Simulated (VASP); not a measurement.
Here is a VASP 6.6.1 calculation.

File INCAR:

```
SYSTEM = MgS
PREC = Accurate
ENCUT = 600
EDIFF = 1E-6
ISMEAR = 0
SIGMA = 0.01
LREAL = .False.
LASPH = .True.
NELM = 120
ALGO = Normal
ISIF = 2
LWAVE = .False.
LCHARG = .False.
GGA = PE
NBANDS = 11
GGA_COMPAT = .False.
```

KPOINTS

```
Automatic mesh
0
Gamma
  6 6 6
  0 0 0
```

POSCAR

```
MgS
1.0
    0.0000000000      2.6043975556      2.6043975556
    2.6043975556      0.0000000000      2.6043975556
    2.6043975556      2.6043975556      0.0000000000
Mg S
1 1
Direct
    0.3000000000      0.9000000000      0.4350000000
    0.8000000000      1.4000000000      0.9350000000
```

Potentials or basis: VASP PAW PBE potentials, release 64 (Mg, S).

The run is started by

```bash
$ cat potpaw_PBE.64/Mg/POTCAR potpaw_PBE.64/S/POTCAR > POTCAR
$ mpirun -np 1 vasp_std > vasp.out
```

(1) Predict the pressure.

(2) What does it give for the band gap on the k mesh?

Results:

(1) 0.7 GPa.

(2) 2.77 eV, indirect (least direct gap 3.68 eV).
